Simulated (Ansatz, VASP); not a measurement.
**CuO: VASP beside Ansatz**

```
CELL_PARAMETERS angstrom
3.64185 0.00000 5.34781
0.00000 4.11954 0.00000
-4.78267 0.00000 4.98843
ATOMIC_POSITIONS crystal
Cu 0.12524 0.25292 0.87765
Cu 0.62524 0.25292 0.37765
Cu 0.37476 0.74708 0.62235
Cu 0.87476 0.74708 0.12235
Cu 0.37476 0.75292 0.12235
Cu 0.87476 0.75292 0.62235
Cu 0.12524 0.24708 0.37765
Cu 0.62524 0.24708 0.87765
O 0.12378 0.47929 0.12829
O 0.62378 0.47929 0.62829
O 0.37622 0.97929 0.87171
O 0.87622 0.97929 0.37171
O 0.37622 0.52071 0.37171
O 0.87622 0.52071 0.87171
O 0.12378 0.02071 0.62829
O 0.62378 0.02071 0.12829
```

Alike in both runs: functional PBE; k mesh 3 × 6 × 3; occupations gaussian, width 0.02 eV; collinear spin; Hubbard terms Cu d U = 4.0 eV.

Ansatz relaxed the structure, and its values are those at the end. VASP's run is a single point on that final structure, the one shown.

|  | VASP | Ansatz |
| --- | --- | --- |
| version | VASP 6.6.1 | Ansatz 0.2.0 |
| potentials or method | VASP PAW PBE potentials, release 64 (Cu, O) | scalar-relativistic, plane waves, PAW |
| plane-wave cutoff (eV) | 520 | 420 |
| valence electrons in the cell | 136 | 200 |

Ansatz gave:

| Quantity | Value |
| --- | --- |
| gap on the k mesh at the Fermi level (eV) | 0.57 |
| least direct gap on the mesh (eV) | 0.90 |
| pressure (GPa) | 0.0 |
| rms of the force components (eV/Å) | 0.000 |
| net moment per atom (μB) | 0.00 |
| size of the moment on the site where the two differ most (μB) | 0.53 |

Question: What did VASP give for the same quantities?

Answer: gap on the k mesh at the Fermi level (eV): 0.84; least direct gap on the mesh (eV): 1.17; pressure (GPa): -2.7; rms of the force components (eV/Å): 0.021; net moment per atom (μB): 0.00; size of the moment on the site where the two differ most (μB): 0.57.

Site moments also hang on the region over which each program counts them. The programs project onto different local orbitals, so the same U acts differently, and such runs can settle in different states. VASP's potentials hold 136 valence electrons a cell and Ansatz's 200, so a difference there can come from the potentials and not from the codes. Ansatz's warnings: end state compared.
